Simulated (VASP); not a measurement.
# GaSb (scan) (F-43m) in VASP: a series of runs

GaSb (scan) is run at these levels: r2SCAN; tasks: single point.

Program: VASP 6.6.1. These are calculated values, not measurements. Logs are shortened: lines on timing, memory, paths and dates and some standing lists are left out, and cuts for length are marked.

## Step 1: The cell of the first run

It takes space group F-43m (No. 216, cubic). The conventional cell has a = 6.137 Å, b = 6.137 Å, c = 6.137 Å, α = 90.00°, β = 90.00°, γ = 90.00°. Within 3.5 Å of Ga (site symmetry -43m) lie 4 Sb at 2.66 Å. Within 3.5 Å of Sb (site symmetry -43m) lie 4 Ga at 2.66 Å.

## Step 2: Single point, r2SCAN

Contents of POSCAR:

```
GaSb
1.0
    0.0000000000      3.0686043200      3.0686043200
    3.0686043200      0.0000000000      3.0686043200
    3.0686043200      3.0686043200      0.0000000000
Ga Sb
1 1
Direct
    0.0000000000      0.0000000000      0.0000000000
    0.2500000000      0.2500000000      0.2500000000
```

Contents of INCAR.step1:

```
  ALGO = Normal
  EDIFF = 1E-4
  ENCUT = 520
  GGA = PE
  ISMEAR = 0
  LASPH = True
  LCHARG = False
  LREAL = False
  LWAVE = True
  NBANDS = 16
  NELM = 100
  PREC = Accurate
  SIGMA = 0.1
```

Contents of INCAR.step2:

```
  ALGO = Normal
  EDIFF = 1E-6
  ENCUT = 520
  ISIF = 2
  ISMEAR = 0
  ISTART = 1
  LASPH = True
  LCHARG = True
  LELF = True
  LMIXTAU = True
  LREAL = False
  LVHAR = True
  LWAVE = False
  METAGGA = R2SCAN
  NBANDS = 16
  NELM = 100
  PREC = Accurate
  SIGMA = 0.1
```

Contents of KPOINTS:

```
k-points
0
Gamma
  6 6 6
```

Potentials or basis: VASP PAW PBE potentials, release 64 (Ga_d, Sb).

Command:

```console
$ cat potpaw_PBE.64/Ga_d/POTCAR potpaw_PBE.64/Sb/POTCAR > POTCAR
$ cp INCAR.step1 INCAR
$ mpirun -np 1 vasp_std > vasp.out
$ cp INCAR.step2 INCAR
$ mpirun -np 1 vasp_std > vasp.out
```

OUTCAR:

```text
EDIFF = 1E-6
   ENCUT = 520
   ISIF = 2
   ISMEAR = 0
   ISTART = 1
   LASPH = True
   LREAL = False
   METAGGA = R2SCAN
   NELM = 100
   PREC = Accurate

 ion  position               nearest neighbor table
   1  0.000  0.000  0.000-   2 2.66   2 2.66   2 2.66   2 2.66
   2  0.250  0.250  0.250-   1 2.66   1 2.66   1 2.66   1 2.66

  LATTYP: Found a face centered cubic cell.
 ALAT       =     6.1372086400

  Lattice vectors:

 A1 = (   0.0000000000,   3.0686043200,   3.0686043200)
 A2 = (   3.0686043200,   0.0000000000,   3.0686043200)
 A3 = (   3.0686043200,   3.0686043200,   0.0000000000)

Analysis of symmetry for initial positions (statically):
=====================================================================
 Subroutine PRICEL returns:
 Original cell was already a primitive cell.

 Routine SETGRP: Setting up the symmetry group for a
 face centered cubic supercell.

 Subroutine GETGRP returns: Found 24 space group operations
 (whereof 24 operations were pure point group operations)
 out of a pool of 48 trial point group operations.

The static configuration has the point symmetry T_d .

Analysis of symmetry for dynamics (positions and initial velocities):
=====================================================================
 Subroutine PRICEL returns:
 Original cell was already a primitive cell.

 Routine SETGRP: Setting up the symmetry group for a
 face centered cubic supercell.

 Subroutine GETGRP returns: Found 24 space group operations
 (whereof 24 operations were pure point group operations)
 out of a pool of 48 trial point group operations.

The dynamic configuration has the point symmetry T_d .

 Subroutine INISYM returns: Found 24 space group operations
 (whereof 24 operations are pure point group operations),
 and found     1 'primitive' translations

----------------------------------------------------------------------------------------

                                     Primitive cell

  volume of cell :      57.7900

  direct lattice vectors                    reciprocal lattice vectors
[... 70 lines left out ...]
   ISTART =      1    job   : 0-new  1-cont  2-samecut
   ICHARG =      0    charge: 1-file 2-atom 10-const
   ISPIN  =      1    spin polarized calculation?
   LNONCOLLINEAR =      F non collinear calculations
   LSORBIT =      F    spin-orbit coupling
   LASPH  =      T    aspherical Exc in radial PAW
   ENCUT  =  520.0 eV  38.22 Ry    6.18 a.u.   8.07  8.07  8.07*2*pi/ulx,y,z
   NELM   =    100;   NELMIN=  2; NELMDL=  0     # of ELM steps
   EDIFF  = 0.1E-05   stopping-criterion for ELM
   LREAL  =      F    real-space projection
   EDIFFG = 0.1E-04   stopping-criterion for IOM
   NSW    =      0    number of steps for IOM
   IBRION =     -1    ionic relax: 0-MD 1-quasi-New 2-CG
   NFREE  =      0    steps in history (QN), initial steepest desc. (CG)
   ISIF   =      2    stress and relaxation
   ISYM   =      2    0-nonsym 1-usesym 2-fastsym
   POTIM  = 0.5000    time-step for ionic-motion
   TEBEG  =    0.0;   TEEND  =   0.0 temperature during run
   PSTRESS=    0.0 pullay stress
   NELECT =      18.0000    total number of electrons
   NUPDOWN=      -1.0000    fix difference up-down
   EMIN   =  10.00;   EMAX   =-10.00  energy-range for DOS
   EFERMI =   0.00;   METHOD = LEGACY
   ISMEAR =     0;   SIGMA  =   0.10  broadening in eV -4-tet -1-fermi 0-gaus
   EFERMI_NEDOS =   21; number of points for ismear=-14 and -15
   IALGO  =     38    algorithm
   IMIX   =      4    mixing-type and parameters
     AMIX     =   0.40;   BMIX     =  1.00
     AMIX_MAG =   1.60;   BMIX_MAG =  1.00
  volume/ion in A,a.u.               =      28.89       194.99
  Fermi-wavevector in a.u.,A,eV,Ry     =   1.109723  2.097073 16.755387  1.231486
  Thomas-Fermi vector in A             =   2.246267
   LORBIT       =      0    0 simple, 1 ext, 2 COOP (PROOUT), +10 PAW based schemes
   METAGGA = R2SCAN    functional components
   LHFCALC =     F    Hartree Fock is set to
   AEXX    =    0.0000 exact exchange contribution
   IVDW    =     0    specifies the selected vdW correction
   LEPSILON=     F    determine dielectric tensor
   LRPA    =     F    only Hartree local field effects (RPA)
 non-spin polarized calculation
 Gauss-broadening in eV      SIGMA  =   0.10
  energy-cutoff  :      520.00
  volume of cell :       57.79
 maximum number of plane-waves:      1588
   NGX = 17   NGY = 17   NGZ = 17

 number of electron      17.9999990 magnetization

 Free energy of the ion-electron system (eV)
  ---------------------------------------------------
  ext. energy  EPLUGINS =         0.00000000
  ---------------------------------------------------
  free energy    TOTEN  =       -37.57901995 eV

  energy without entropy =      -37.57899475  energy(sigma->0) =      -37.57900735

 E-fermi :   4.7960     XC(G=0):  -9.6744

 val. band max:        4.5941589495   @ k =   0.0000   0.0000   0.0000
 cond. band min:       4.9717853027   @ k =   0.0000   0.0000   0.0000
 fundamental gap:      0.3776263531
 Fermi energy:         4.7960060132

 k-point     1 :       0.0000    0.0000    0.0000
  band No.  band energies     occupation
      1     -10.8944      2.00000
      2     -10.8944      2.00000
      3     -10.8943      2.00000
      4     -10.8389      2.00000
      5     -10.8389      2.00000
      6      -7.2691      2.00000
[... 281 lines left out ...]
      3     -10.8697      2.00000
      4     -10.8471      2.00000
      5     -10.8369      2.00000
      6      -4.6622      2.00000
[... 8 lines left out ...]
     15      15.1208      0.00000
     16      16.5364      0.00000

------------------------ aborting loop because EDIFF is reached ----------------------------------------

  FORCE on cell =-STRESS in cart. coord.  units (eV):
  Direction    XX          YY          ZZ          XY          YZ          ZX
  --------------------------------------------------------------------------------------
  -------------------------------------------------------------------------------------
  Total       -0.0211465     -0.0211465     -0.0211465      0.0000000     -0.0000000      0.0000000
  in kB       -0.5862686     -0.5862686     -0.5862686      0.0000000     -0.0000000      0.0000000
  external PRESSURE =      -0.5862686 kB  Pullay stress =       0.0000000 kB

 VOLUME and BASIS-vectors are now :
 -----------------------------------------------------------------------------
  energy-cutoff  :      520.00
  volume of cell :       57.79
      direct lattice vectors                 reciprocal lattice vectors
     0.000000000  3.068604320  3.068604320    -0.162940525  0.162940525  0.162940525
     3.068604320  0.000000000  3.068604320     0.162940525 -0.162940525  0.162940525
     3.068604320  3.068604320  0.000000000     0.162940525  0.162940525 -0.162940525

 POSITION                                       TOTAL-FORCE (eV/Angst)
 -----------------------------------------------------------------------------------
      0.00000      0.00000      0.00000        -0.000000     -0.000000      0.000000
      1.53430      1.53430      1.53430         0.000000      0.000000     -0.000000
 -----------------------------------------------------------------------------------
    total drift:                               -0.000002     -0.000002     -0.000002

  FREE ENERGIE OF THE ION-ELECTRON SYSTEM (eV)
  ---------------------------------------------------
  free  energy   TOTEN  =       -37.5790199550 eV

  energy  without entropy=      -37.5789947489  energy(sigma->0) =      -37.57900735
```

OUTCAR.step1:

```text
EDIFF = 1E-4
   ENCUT = 520
   GGA = PE
   ISMEAR = 0
   LASPH = True
[... 513 lines left out ...]
 -----------------------------------------------------------------------------------
      0.00000      0.00000      0.00000         0.000000      0.000000      0.000000
      1.53430      1.53430      1.53430        -0.000000     -0.000000     -0.000000
 -----------------------------------------------------------------------------------
    total drift:                                0.000002      0.000002      0.000002

  FREE ENERGIE OF THE ION-ELECTRON SYSTEM (eV)
  ---------------------------------------------------
  free  energy   TOTEN  =        -7.3291586546 eV

  energy  without entropy=       -7.3283405631  energy(sigma->0) =       -7.32874961
```

OSZICAR.step1:

```text
N       E                     dE             d eps       ncg     rms          rms(c)
DAV:   1     0.806184114074E+02    0.80618E+02   -0.85765E+03   520   0.135E+03
DAV:   2    -0.139853333830E+01   -0.82017E+02   -0.78557E+02   640   0.296E+02
DAV:   3    -0.727442358359E+01   -0.58759E+01   -0.58659E+01   616   0.628E+01
DAV:   4    -0.738159139913E+01   -0.10717E+00   -0.10716E+00   664   0.950E+00
DAV:   5    -0.738424559098E+01   -0.26542E-02   -0.26542E-02   664   0.132E+00    0.315E+00
DAV:   6    -0.734039596748E+01    0.43850E-01   -0.63992E-02   728   0.391E+00    0.189E+00
DAV:   7    -0.732755068614E+01    0.12845E-01   -0.39414E-02   608   0.155E+00    0.355E-01
DAV:   8    -0.732860841927E+01   -0.10577E-02   -0.44011E-03   672   0.745E-01    0.852E-02
DAV:   9    -0.732911960930E+01   -0.51119E-03   -0.68635E-04   568   0.203E-01    0.328E-02
DAV:  10    -0.732915865458E+01   -0.39045E-04   -0.39810E-05   528   0.403E-02
   1 F= -.73291587E+01 E0= -.73287496E+01  d E =-.818092E-03
```

Wall time 62 s (1 thread of AMD EPYC 7R43 (Zen 3), shared host); peak memory 0.15 GiB.

What came out:

```
Free energy            : -37.5790 eV
Pressure               : -0.1 GPa
Band gap on the k mesh : 0.38 eV, direct
```

Caveat: the PAW data sets were made with another functional, which shifts forces and pressure a little; spin-orbit coupling is left out, which moves the levels of the heavy elements.

## Step 3: Single point, r2SCAN

Contents of POSCAR:

```
GaSb
1.0
    0.0000000000      3.0665741109      3.0665741109
    3.0665741109      0.0000000000      3.0665741109
    3.0665741109      3.0665741109      0.0000000000
Ga Sb
1 1
Direct
    0.0000000000      0.0000000000      0.0000000000
    0.2500000000      0.2500000000      0.2500000000
```

Contents of INCAR.step1:

```
SYSTEM = GaSb
PREC = Accurate ; ENCUT = 520
ISMEAR = 0 ; SIGMA = 0.02
LREAL = .False. ; LASPH = .True.
NELM = 60 ; NBANDS = 16
GGA = PE ; ALGO = Normal
EDIFF = 1E-4 ; LWAVE = .True.
LCHARG = .False.
```

Contents of INCAR.step2:

```
SYSTEM = GaSb
PREC = Accurate ; ENCUT = 520
EDIFF = 1E-7 ; ISMEAR = 0
SIGMA = 0.02 ; LREAL = .False.
LASPH = .True. ; NELM = 60
ALGO = Normal ; ISIF = 2
LWAVE = .False. ; LCHARG = .False.
METAGGA = R2SCAN ; LMIXTAU = .True.
NBANDS = 16 ; ISTART = 1
```

Contents of KPOINTS:

```
regular mesh
0
Gamma
  10 10 10
  0 0 0
```

Potentials or basis: VASP PAW PBE potentials, release 64 (Ga_d, Sb).

Command:

```console
$ cat potpaw_PBE.64/Ga_d/POTCAR potpaw_PBE.64/Sb/POTCAR > POTCAR
$ cp INCAR.step1 INCAR
$ mpirun -np 1 vasp_std > vasp.out
$ cp INCAR.step2 INCAR
$ mpirun -np 1 vasp_std > vasp.out
```

OUTCAR:

```text
SYSTEM = GaSb
   PREC = Accurate
   ENCUT = 520
   EDIFF = 1E-7
   ISMEAR = 0
   LREAL = .False.
   LASPH = .True.
   NELM = 60
   ISIF = 2
   METAGGA = R2SCAN
   ISTART = 1

 ion  position               nearest neighbor table
   1  0.000  0.000  0.000-   2 2.66   2 2.66   2 2.66   2 2.66
   2  0.250  0.250  0.250-   1 2.66   1 2.66   1 2.66   1 2.66

  LATTYP: Found a face centered cubic cell.
 ALAT       =     6.1331482218

  Lattice vectors:

 A1 = (   0.0000000000,   3.0665741109,   3.0665741109)
 A2 = (   3.0665741109,   0.0000000000,   3.0665741109)
 A3 = (   3.0665741109,   3.0665741109,   0.0000000000)
[... 625 lines left out ...]
      5     -10.8143      2.00000
      6      -5.5846      2.00000
[... 8 lines left out ...]
     15      15.4608      0.00000
     16      15.6699      0.00000

 [... further k-points ...]
[... 5 lines left out ...]
  --------------------------------------------------------------------------------------
  -------------------------------------------------------------------------------------
  Total        0.0283419      0.0283419      0.0283419      0.0000000      0.0000000     -0.0000000
  in kB        0.7873150      0.7873150      0.7873150      0.0000000      0.0000000     -0.0000000
  external PRESSURE =       0.7873150 kB  Pullay stress =       0.0000000 kB

 VOLUME and BASIS-vectors are now :
 -----------------------------------------------------------------------------
  energy-cutoff  :      520.00
  volume of cell :       57.68
      direct lattice vectors                 reciprocal lattice vectors
     0.000000000  3.066574111  3.066574111    -0.163048399  0.163048399  0.163048399
     3.066574111  0.000000000  3.066574111     0.163048399 -0.163048399  0.163048399
     3.066574111  3.066574111  0.000000000     0.163048399  0.163048399 -0.163048399

 POSITION                                       TOTAL-FORCE (eV/Angst)
 -----------------------------------------------------------------------------------
      0.00000      0.00000      0.00000         0.000000      0.000000      0.000000
      1.53329      1.53329      1.53329        -0.000000     -0.000000     -0.000000
 -----------------------------------------------------------------------------------
    total drift:                               -0.000002     -0.000002     -0.000002

  FREE ENERGIE OF THE ION-ELECTRON SYSTEM (eV)
  ---------------------------------------------------
  free  energy   TOTEN  =       -37.6049549135 eV

  energy  without entropy=      -37.6049549135  energy(sigma->0) =      -37.60495491
```

OSZICAR.step1:

```text
N       E                     dE             d eps       ncg     rms          rms(c)
DAV:   1     0.819655533711E+02    0.81966E+02   -0.84727E+03  1528   0.137E+03
DAV:   2    -0.108376888373E+01   -0.83049E+02   -0.80264E+02  1792   0.298E+02
DAV:   3    -0.729890372903E+01   -0.62151E+01   -0.62041E+01  1784   0.642E+01
DAV:   4    -0.740778799924E+01   -0.10888E+00   -0.10887E+00  1904   0.953E+00
DAV:   5    -0.741039026510E+01   -0.26023E-02   -0.26022E-02  1944   0.131E+00    0.316E+00
DAV:   6    -0.736817230812E+01    0.42218E-01   -0.62198E-02  2184   0.387E+00    0.189E+00
DAV:   7    -0.735555718022E+01    0.12615E-01   -0.36886E-02  1744   0.154E+00    0.346E-01
DAV:   8    -0.735653343912E+01   -0.97626E-03   -0.42423E-03  1968   0.731E-01    0.810E-02
DAV:   9    -0.735701505431E+01   -0.48162E-03   -0.66377E-04  1760   0.192E-01    0.320E-02
DAV:  10    -0.735704489599E+01   -0.29842E-04   -0.33688E-05  1544   0.384E-02
   1 F= -.73570449E+01 E0= -.73570284E+01  d E =-.330313E-04
```

Run time: 3.9 min. Hardware: 1 thread of AMD EPYC 7R43 (Zen 3), shared host; peak memory 0.18 GiB.

Results:

| Property | Result |
| --- | --- |
| Free energy | -37.6050 eV |
| Pressure | 0.1 GPa |
| Band gap on the k mesh | 0.39 eV, direct |

Caveat: the PAW data sets were made with another functional, which shifts forces and pressure a little; spin-orbit coupling is left out, which moves the levels of the heavy elements.
